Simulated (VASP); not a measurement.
# Cu: single point with PBE

Crystal: Cu.

```
Cu
1.0
     0.00000    2.78275    2.78275
     2.78275    0.00000    2.78275
     2.78275    2.78275    0.00000
Cu
3
Direct
  0.25000 0.25000 0.25000
  0.75000 0.75000 0.75000
  0.50000 0.50000 0.50000
```

| Quantity | Value |
| --- | --- |
| Program | VASP 6.6.1 |
| Task | single point |
| Functional | PBE |
| Potentials or basis | VASP PAW PBE potentials, release 64 (Cu) |
| Cutoff | 520 eV |
| k mesh | 6 × 6 × 6 |
| Occupations | gaussian, width 0.1 eV |
| Spin | no spin polarisation |
| Dipole correction | no |
| Further INCAR settings | ALGO = Normal; EDIFF = 1e-06; NBANDS = 24 |

| Property | Result |
| --- | --- |
| Pressure | 0.6 GPa |

Levels at points of the mesh, in eV from the Fermi level:
| k point | band 12 | band 13 | band 14 | band 15 | band 16 | band 17 | band 18 | band 19 | band 20 | band 21 |
| --- | --- | --- | --- | --- | --- | --- | --- | --- | --- | --- |
| (0.00, 0.00, 0.00) | -1.66 | -1.66 | -1.66 | -1.60 | -1.60 | 7.10 | 7.10 | 7.10 | 8.48 | 8.48 |
| (0.50, 0.00, 0.00) | -2.19 | -1.84 | -1.84 | -1.54 | -1.54 | -0.93 | 5.46 | 5.46 | 7.83 | 7.83 |
| (0.50, 0.50, 0.00) | -1.92 | -1.62 | -1.43 | -1.43 | -0.93 | -0.52 | 1.26 | 1.26 | 4.90 | 6.64 |

Wall time 12 s on 1 thread of Intel(R) Xeon(R) 6975P-C (Granite Rapids), on a shared host, peak memory 0.16 GiB.
